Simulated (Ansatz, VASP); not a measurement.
La: VASP beside Ansatz

```
La
1.0
     3.77000    0.00000    0.00000
    -1.88500    3.26492    0.00000
     0.00000    0.00000   12.15900
La
4
Direct
  0.66667 0.33333 0.25000
  0.33333 0.66667 0.75000
  0.00000 0.00000 0.50000
  0.00000 0.00000 0.00000
```

Alike in both runs: functional LDA; k mesh 8 × 8 × 3; occupations fermi-dirac, width 0.05 eV; no spin polarisation.

```csv
,VASP,Ansatz
version,VASP 6.6.1,Ansatz 0.2.0
potentials or method,"VASP PAW LDA potentials, release 64 (La), cutoff 520 eV","all-electron LAPW, scalar-relativistic"
task,single point,band structure
```

|  | VASP | Ansatz | Ansatz less VASP |
| --- | --- | --- | --- |
| gap on the k mesh at the Fermi level (eV) | none | none | - |
| pressure (GPa) | -3.7 | -3.6 | +0.09 |
| traceless stress, the component that is largest in VASP (GPa) | -0.05 | -0.05 | +0.005 |

LDA's correlation is that of Perdew and Zunger in VASP and of Perdew and Wang (1992) in Ansatz. A gap of «none» marks a metal or a gap that the smearing closes. Ansatz ran all-electron here, and VASP with PAW potentials.

Neither program's run includes spin-orbit coupling.
